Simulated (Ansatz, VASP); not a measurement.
Two plane-wave programs on GaN

```
Ga N
1.0
     0.00000    2.25350    2.25350
     2.25350    0.00000    2.25350
     2.25350    2.25350    0.00000
Ga N
1 1
Direct
  0.99990 0.00061 0.00102
  0.75052 0.74695 0.74492
```

Alike in both runs: task single point; functional PBE; k mesh 5 × 5 × 5; no spin polarisation.

|  | VASP | Ansatz |
| --- | --- | --- |
| version | VASP 6.6.1 | Ansatz 0.2.0 |
| potentials or method | VASP PAW PBE potentials, release 64 (Ga_d, N), cutoff 600 eV | plane waves, PAW |
| occupations | gaussian, width 0.01 eV | fixed |
| valence electrons in the cell | 18 | 18 |

VASP gave:

| Quantity | Value |
| --- | --- |
| rms of the force components (eV/Å) | 0.179 |

Question: Estimate Ansatz's values.

Answer: rms of the force components (eV/Å): 0.181.

Atom by atom the forces differ by 0.003 eV/Å (rms over components).

The k mesh is coarse, so the values compare programs but aren't converged.
